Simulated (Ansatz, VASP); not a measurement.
**W in VASP and in Ansatz**

INCAR

```
PREC = Accurate
ENCUT = 500
EDIFF = 1E-6
ISMEAR = 0
SIGMA = 0.15
LREAL = F
LASPH = T
NELM = 120
ALGO = Normal
ISIF = 2
LWAVE = F
LCHARG = T
GGA = PS
LELF = T
LVHAR = T
NBANDS = 13
GGA_COMPAT = F
```

The input KPOINTS:

```
Automatic mesh
0
Gamma
  22 22 22
```

File POSCAR:

```
W
1.0
    0.0000000000      2.3737249982      1.4935477689
    2.3737249982      0.0000000000      1.4935477689
    2.3737249982      2.3737249982      0.0000000000
W
1
Direct
    0.0000000000      0.0000000000      0.0000000000
```

Input for Ansatz:

```yaml
crystal:
  lattice:
    - [0.0, 2.3737249982, 1.4935477689]
    - [2.3737249982, 0.0, 1.4935477689]
    - [2.3737249982, 2.3737249982, 0.0]
  atoms:
    - { symbol: W, position: [0.0, 0.0, 0.0] }
basis:
  ecutwfc: 420
kpoints:
  mp_grid: { grid: [22, 22, 22] }
hamiltonian:
  xc: pbesol
  pseudopotentials: { kind: paw, azcp: { folder: soft_1 } }
scf:
  occupations: { method: gaussian, width: 0.15 }
output:
  forces: true
  stress: true
  eigenvalues: true
  write_density: true
  write_potential: true
  elf: true
  volumetric_format: npy
```

Alike in both runs: task single point; functional PBEsol; k mesh 22 × 22 × 22; occupations gaussian, width 0.15 eV; no spin polarisation.

|  | VASP | Ansatz |
| --- | --- | --- |
| version | VASP 6.6.1 | Ansatz 0.2.0 |
| potentials or method | VASP PAW PBE potentials, release 64 (W_sv), cutoff 500 eV | scalar-relativistic, plane waves, PAW |
| valence electrons in the cell | 14 | 14 |

```csv
,VASP,Ansatz,Ansatz less VASP
gap on the k mesh at the Fermi level (eV),none,none,-
pressure (GPa),-17.2,-17.5,-0.28
"traceless stress, the component that is largest in VASP (GPa)",21.07,21.08,+0.005
```

VASP's potentials were made for PBE, not for PBEsol, and Ansatz warns of the same on its side. A gap of «none» marks a metal or a gap that the smearing closes. With one functional, cell and mesh, what is left measures potentials, basis and numerics.

Spin-orbit coupling is off throughout.
